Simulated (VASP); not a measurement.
HfO2, 12 atoms in the cell. It takes space group P4mm (No. 99, tetragonal). Conventional cell: a = 5.098 Å, b = 5.098 Å, c = 5.098 Å, α = 90.00°, β = 90.00°, γ = 90.00°. Hf (site symmetry 4mm) has 8 O at 2.01 to 2.46 Å within 2.7 Å. Hf (site symmetry 2mm) has 8 O at 2.21 Å within 2.9 Å. Hf (site symmetry 4mm) has 8 O at 2.21 Å within 2.9 Å. Within 2.7 Å of O (site symmetry m) lie 4 Hf at 2.01 to 2.21 Å and 6 O at 2.55 Å. O (site symmetry m) has 4 Hf at 2.21 to 2.46 Å and 6 O at 2.55 Å within 2.9 Å.  This cell differs from its parent crystal: atom 1 (Hf) moved +0.394 Å along Cartesian [1 0 0].

```yaml
Program: VASP 6.6.1
Task: single point
Functional: PBE
Potentials_or_basis: VASP PAW PBE potentials, release 64 (Hf_pv, O)
Cutoff: 520 eV
k_mesh: 6 × 6 × 6
Occupations: gaussian, width 0.05 eV
Spin: no spin polarisation
Dipole_correction: no
Further_INCAR_settings: ALGO = Normal; EDIFF = 1e-06; NBANDS = 56
```

Potentials or basis: VASP PAW PBE potentials, release 64 (Hf_pv, O).

The run is started by

```sh
$ cat potpaw_PBE.64/Hf_pv/POTCAR potpaw_PBE.64/O/POTCAR > POTCAR
$ mpirun -np 1 vasp_std > vasp.out
```

Hardware: 1 thread of Intel Xeon 8259CL, on a shared host.

Q: Estimate the wall time of this run.

A: It took 7 min on 1 thread of Intel Xeon 8259CL, on a shared host, peak memory 0.38 GiB. Counts: scf iterations 16, k points 40.
